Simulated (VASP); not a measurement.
The system is Al.

```
Al
1.0
     0.00000    1.53859    1.53859
     1.53859    0.00000    1.53859
     1.53859    1.53859    0.00000
Al
1
Direct
  0.00000 0.00000 0.00000
```

This cell differs from its parent crystal: volume scaled by 0.45.

Base run:

```yaml
Program: VASP 6.6.1
Functional: PBEsol
Potentials_or_basis: VASP PAW PBE potentials, release 64 (Al)
Cutoff: 520 eV
k_mesh: 18 × 18 × 18
Occupations: fermi-dirac, width 0.08 eV
Spin: no spin polarisation
```

Its results: pressure 343.4 GPa.

The run is repeated on the same cell with these changes: cutoff from 520 eV to 500 eV; dispersion from none to D4. What comes out?

Pressure 335.6 GPa.

Caveats: the PAW data sets were made with another functional, which shifts forces and pressure a little; pairwise dispersion overbinds metals, which lowers pressure and volume (some runs).
